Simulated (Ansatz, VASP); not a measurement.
## Two plane-wave programs on Zr3AlN4

File INCAR:

```
SYSTEM = Zr3AlN4
PREC     = Accurate       ! precision mode
ENCUT    = 520            ! plane-wave cutoff, eV
EDIFF    = 1E-6           ! SCF threshold, eV
ISMEAR   = 0              ! smearing method
SIGMA    = 0.1            ! smearing width, eV
LREAL    = .FALSE.        ! projectors in reciprocal space
LASPH    = .TRUE.         ! aspherical terms in the spheres
NELM     = 150            ! most SCF steps
ALGO     = Normal         ! electronic algorithm
ISIF     = 2              ! what is computed and relaxed
LWAVE    = .FALSE.        ! write WAVECAR
LCHARG   = .FALSE.        ! write CHGCAR
ISPIN    = 2              ! spin polarisation
MAGMOM   = 1 1 1 0 0 0 0 0 ! initial moments
LORBIT   = 11             ! projections on sites
LMAXMIX  = 4              ! l up to which the mixer works
GGA      = PE             ! functional
NBANDS   = 44             ! bands
```

Contents of KPOINTS:

```
regular mesh
0
G
  4 4 4
  0 0 0
```

The input POSCAR:

```
Zr3AlN4
1.0
    4.8444523774      0.0000000000      0.0000000000
    0.0000000000      4.8444523774      0.0000000000
    0.0000000000      0.0000000000      4.8444523774
Zr Al N
3 1 4
Direct
    0.0000000000      0.5000000000      0.5000000000
    0.5000000000      0.0000000000      0.5000000000
    0.5000000000      0.5000000000      0.0000000000
    0.0000000000      0.0000000000      0.0000000000
    0.2325860699      0.2325860699      0.7674139301
    0.2325860699      0.7674139301      0.2325860699
    0.7674139301      0.2325860699      0.2325860699
    0.7674139301      0.7674139301      0.7674139301
```

Input for Ansatz:

```yaml
crystal:
  lattice:
    - [4.8444523774, 0.0, 0.0]
    - [0.0, 4.8444523774, 0.0]
    - [0.0, 0.0, 4.8444523774]
  atoms:
    - { symbol: Zr, position: [0.0, 0.5, 0.5], spin: 1.0 }
    - { symbol: Zr, position: [0.5, 0.0, 0.5], spin: 1.0 }
    - { symbol: Zr, position: [0.5, 0.5, 0.0], spin: 1.0 }
    - { symbol: Al, position: [0.0, 0.0, 0.0] }
    - { symbol: "N", position: [0.2325860699, 0.2325860699, 0.7674139301] }
    - { symbol: "N", position: [0.2325860699, 0.7674139301, 0.2325860699] }
    - { symbol: "N", position: [0.7674139301, 0.2325860699, 0.2325860699] }
    - { symbol: "N", position: [0.7674139301, 0.7674139301, 0.7674139301] }
basis:
  ecutwfc: 420
kpoints:
  mp_grid: { grid: [4, 4, 4] }
hamiltonian:
  xc: pbe
scf:
  occupations: { method: gaussian, width: 0.1 }
  lower_state_search: "off"
output:
  forces: true
  stress: true
  eigenvalues: true
  populations: true
magnetization:
  spin_polarized: true
```

Alike in both runs: task single point; functional PBE; k mesh 4 × 4 × 4; occupations gaussian, width 0.1 eV; collinear spin.

|  | VASP | Ansatz |
| --- | --- | --- |
| version | VASP 6.6.1 | Ansatz 0.2.0 |
| potentials or method | VASP PAW PBE potentials, release 64 (Zr_sv, Al, N), cutoff 520 eV | scalar-relativistic, plane waves, PAW |
| valence electrons in the cell | 59 | 59 |

Ansatz gave:

| Property | Result |
| --- | --- |
| gap on the k mesh at the Fermi level (eV) | none |
| pressure (GPa) | 0.0 |
| rms of the force components (eV/Å) | 0.002 |
| net moment per atom (μB) | 0.00 |

**Question.** Estimate VASP's values.

**Answer.** gap on the k mesh at the Fermi level (eV): none; pressure (GPa): 0.1; rms of the force components (eV/Å): 0.014; net moment per atom (μB): 0.00.

Atom by atom the forces differ by 0.012 eV/Å (rms over components). A gap of «none» marks a metal or a gap that the smearing closes. The functional is the same, so the differences come from potentials, cutoffs and numerics. Ansatz's warnings: seeded moment not kept.
